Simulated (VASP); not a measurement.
# KMgH3: single point with LDA

KMgH3:

```xyz
5
Lattice="4.0250 0.0000 0.0000 0.0000 4.0250 0.0000 0.0000 0.0000 3.8237" Properties=species:S:1:pos:R:3 pbc="T T T"
K     0.0000    0.0000    0.0000
Mg    2.0125    2.0125    1.9119
H     0.0000    2.0125    1.9119
H     2.0125    0.0000    1.9119
H     2.0125    2.0125    0.0000
```

This cell differs from its parent crystal: strain +0.000 along x and y, -0.050 along z.

```json
{
 "Program": "VASP 6.6.1",
 "Task": "single point",
 "Functional": "LDA",
 "Potentials or basis": "VASP PAW LDA potentials, release 64 (K_sv, Mg, H)",
 "Cutoff": "520 eV",
 "k mesh": "8 × 8 × 8",
 "Occupations": "gaussian, width 0.05 eV",
 "Spin": "no spin polarisation",
 "Dipole correction": "no",
 "Further INCAR settings": "ALGO = Normal; EDIFF = 1e-06; NBANDS = 15"
}
```

```yaml
Pressure: -1.4 GPa
Band_gap_on_the_k_mesh: 2.23 eV, indirect (least direct gap 4.44 eV)
```

Stress tensor (GPa, compression positive):
```
-2.38  0.00  0.00
 0.00 -2.38  0.00
 0.00  0.00  0.52
```

Levels at points of the mesh, in eV from the valence-band top:
```csv
k point,band 4,band 5,band 6,band 7,band 8,band 9,band 10,band 11
"(0.00, 0.00, 0.00)",-12.33,-5.82,-0.65,-0.44,5.41,5.41,6.22,7.64
"(0.50, 0.00, 0.00)",-12.31,-4.11,-2.97,0.00,4.84,5.51,5.59,7.70
"(0.50, 0.50, 0.00)",-12.29,-3.33,-2.02,-2.02,3.27,6.43,6.98,6.98
"(0.00, 0.00, 0.50)",-12.34,-3.79,-3.03,-0.01,4.97,4.97,5.54,7.44
"(0.50, 0.00, 0.50)",-12.32,-3.02,-2.18,-1.90,3.30,6.23,6.40,6.54
"(0.50, 0.50, 0.50)",-12.51,-2.36,-2.20,-2.20,2.23,5.43,5.43,5.68
```

Run time: 20 s on 1 thread of Intel(R) Xeon(R) 6975P-C (Granite Rapids), on a shared host, peak memory 0.19 GiB.

Caveat: the cell differs from its parent crystal (strain +0.000 along x and y, -0.050 along z). A k mesh can miss the band edges.
